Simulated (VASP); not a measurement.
K4C: single point with PBE

The system is K4C.

```xyz
5
Lattice="6.0000 0.0000 0.0000 -3.0000 5.1962 0.0000 0.0000 0.0000 4.1266" Properties=species:S:1:pos:R:3 pbc="T T T"
K     3.0000    0.0000    2.0633
K    -1.5000    2.5981    2.0633
K     1.5000    2.5981    2.0633
K     0.0000    0.0000    2.0633
C     0.0000    0.0000    0.0000
```

```yaml
Program: VASP 6.6.1
Task: single point
Functional: PBE
Potentials_or_basis: VASP PAW PBE potentials, release 64 (K_sv, C)
Cutoff: 520 eV
k_mesh: 3 × 3 × 4
Occupations: gaussian, width 0.1 eV
Spin: no spin polarisation
Dipole_correction: no
Further_INCAR_settings: ALGO = Normal; EDIFF = 1e-06; NBANDS = 28
```

| Quantity | Value |
| --- | --- |
| Pressure | 11.9 GPa |
| Band gap on the k mesh | zero (band 20 reaches 3.89 eV, above the bottom of band 21 at 2.69 eV) |

Stress tensor (GPa, compression positive):
```
15.37  0.00  0.00
 0.00 15.37  0.00
 0.00  0.00  5.05
```

Levels at points of the mesh, in eV from the Fermi level:
| k point | band 17 | band 18 | band 19 | band 20 | band 21 | band 22 | band 23 | band 24 |
| --- | --- | --- | --- | --- | --- | --- | --- | --- |
| (0.00, 0.00, 0.00) | -9.32 | -2.32 | -0.97 | -0.97 | 0.17 | 0.17 | 0.35 | 1.32 |
| (0.00, 0.00, 0.50) | -6.71 | -2.42 | -2.42 | -1.93 | -0.55 | -0.21 | 0.46 | 0.54 |

It took 18 s on 1 thread of Intel(R) Xeon(R) 6975P-C (Granite Rapids), on a shared host, peak memory 0.24 GiB.

Caveat: the k points lie up to 0.40 Å⁻¹ apart.
